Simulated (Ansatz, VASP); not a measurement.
## One calculation of Ta, two programs

The input INCAR:

```
SYSTEM = Ta
PREC = Accurate
ENCUT = 520
EDIFF = 1E-6
ISMEAR = 0
SIGMA = 0.15
LREAL = .False.
LASPH = .True.
NELM = 80
ALGO = Fast
ISIF = 2
LWAVE = .False.
LCHARG = .False.
GGA = PS
NBANDS = 12
```

KPOINTS

```
Automatic mesh
0
Gamma
  20 20 20
  0 0 0
```

File POSCAR:

```
Ta
1.0
   -1.8206537848      1.6402286350      1.5582172032
    1.8206537848     -1.6402286350      1.5582172032
    1.8206537848      1.6402286350     -1.5582172032
Ta
1
Direct
    0.0000000000      0.0000000000      0.0000000000
```

Input for Ansatz:

```yaml
crystal:
  lattice:
    - [-1.8206537848, 1.640228635, 1.5582172032]
    - [1.8206537848, -1.640228635, 1.5582172032]
    - [1.8206537848, 1.640228635, -1.5582172032]
  atoms:
    - { symbol: Ta, position: [0.0, 0.0, 0.0] }
basis:
  ecutwfc: 420
kpoints:
  mp_grid: { grid: [20, 20, 20] }
hamiltonian:
  xc: pbesol
  pseudopotentials: { kind: paw, azcp: { folder: soft_1 } }
scf:
  occupations: { method: gaussian, width: 0.15 }
output:
  forces: true
  stress: true
  eigenvalues: true
```

Change from the starting cell: normal strain along x +0.1100, normal strain along z -0.0500.

Alike in both runs: task single point; functional PBEsol; k mesh 20 × 20 × 20; occupations gaussian, width 0.15 eV; no spin polarisation.

|  | VASP | Ansatz |
| --- | --- | --- |
| version | VASP 6.6.1 | Ansatz 0.2.0 |
| potentials or method | VASP PAW PBE potentials, release 64 (Ta_pv), cutoff 520 eV | scalar-relativistic, plane waves, PAW |
| valence electrons in the cell | 11 | 13 |

Ansatz gave:

```
gap on the k mesh at the Fermi level (eV)                     : none
pressure (GPa)                                                : -8.4
traceless stress, the component that is largest in VASP (GPa) : -7.12
```

Question: What did VASP give for the same quantities?

Answer: gap on the k mesh at the Fermi level (eV): none; pressure (GPa): -8.3; traceless stress, the component that is largest in VASP (GPa): -7.13.

VASP's potentials were made for PBE, not for PBEsol, and Ansatz warns of the same on its side. A gap of «none» marks a metal or a gap that the smearing closes. VASP's potentials hold 11 valence electrons a cell and Ansatz's 13, so a difference there can come from the potentials and not from the codes.

Spin-orbit coupling is off throughout.
